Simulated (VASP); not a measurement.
B: relaxation of cell and atoms with PBE

Crystal: B.

```xyz
3
Lattice="2.2911 0.0000 0.0000 0.0000 2.2911 0.0000 0.0000 0.0000 2.8190" Properties=species:S:1:pos:R:3 pbc="T T T"
B     0.0000    1.1456    1.4095
B     1.1456    0.0000    1.4095
B     1.1456    1.1456    0.0000
```

The cell was generated, and may not be a known phase.

| Property | Result |
| --- | --- |
| Program | VASP 6.6.1 |
| Task | relaxation of cell and atoms |
| Functional | PBE |
| Potentials or basis | VASP PAW PBE potentials, release 64 (B) |
| Cutoff | 600 eV |
| k mesh | 8 × 8 × 6 |
| Occupations | gaussian, width 0.1 eV |
| Spin | no spin polarisation |
| Dipole correction | no |
| Further INCAR settings | ALGO = Normal; EDIFF = 1e-07; IBRION = 2; EDIFFG = -0.04; NSW = 90; ISIF = 3 |

```yaml
Relaxed_volume: 6.53 Å³/atom
Relaxed_cell: a = 2.693 Å, b = 2.693 Å, c = 2.701 Å, α = 90.00°, β = 90.00°, γ = 90.00°
Space_group_after_relaxing_to_0.1_Å: Pm-3m (No. 221)
Energy_gained_by_relaxing: 857.9 meV/atom
Ionic_steps: 8
Pressure_after_relaxing: 0.1 GPa
Band_gap_on_the_k_mesh: zero (an odd number of electrons rules out a gap without spin polarisation)
```

Stress tensor (GPa, compression positive):
```
-0.04  0.00  0.00
 0.00 -0.04  0.00
 0.00  0.00  0.32
```

The path:
```
step  energy change (eV)  largest force (eV/Å)  pressure (GPa)  volume (Å³)
   1              0.0000                0.0000          123.62        14.80
   2             -1.9669                0.0000          -35.87        24.19
   3             -2.4429                0.0000          -10.06        20.54
   4             -2.5642                0.0000           -0.56        19.65
   5             -2.5716                0.0000           -2.75        19.82
   6             -2.5716                0.0000           -2.57        19.81
   7             -2.5734                0.0000            0.96        19.53
   8             -2.5736                0.0000            0.08        19.60
```

Final structure:
```yaml
crystal:
  lattice:
    - [2.69350, 0.00000, 0.00000]
    - [0.00000, 2.69350, 0.00000]
    - [0.00000, 0.00000, 2.70120]
  atoms:
    - { symbol: B, position: [0.00000, 0.50000, 0.50000] }
    - { symbol: B, position: [0.50000, 0.00000, 0.50000] }
    - { symbol: B, position: [0.50000, 0.50000, 0.00000] }
```

Levels at points of the mesh, in eV from the Fermi level:
| k point | band 1 | band 2 | band 3 | band 4 | band 5 | band 6 | band 7 | band 8 |
| --- | --- | --- | --- | --- | --- | --- | --- | --- |
| (0.00, 0.00, 0.00) | -16.90 | -3.72 | -3.65 | -3.65 | 4.18 | 4.28 | 6.56 | 9.97 |
| (0.50, 0.00, 0.00) | -13.65 | -11.89 | -0.76 | -0.68 | 3.40 | 3.46 | 3.98 | 6.08 |
| (0.50, 0.50, 0.00) | -11.10 | -8.08 | -8.08 | -7.19 | 3.33 | 4.71 | 4.71 | 9.91 |
| (0.00, 0.00, 0.50) | -13.67 | -11.91 | -0.71 | -0.71 | 3.45 | 3.45 | 4.04 | 6.09 |
| (0.50, 0.00, 0.50) | -11.11 | -8.12 | -8.11 | -7.20 | 3.39 | 4.75 | 4.75 | 10.00 |
| (0.50, 0.50, 0.50) | -9.66 | -5.49 | -5.47 | -5.47 | -2.61 | -2.60 | -2.60 | 4.89 |

Wall time 100 s on 1 thread of Intel Xeon 8259CL, with other jobs on the host, peak memory 0.09 GiB.

Caveat: the k points lie up to 0.39 Å⁻¹ apart in the final cell, too coarse for converged energies and pressures of a metal; the volume moved by over 15 % at a fixed basis, so the end points are rough; an odd number of electrons without spin polarisation forces a metal; a magnetic or distorted state may lie lower.
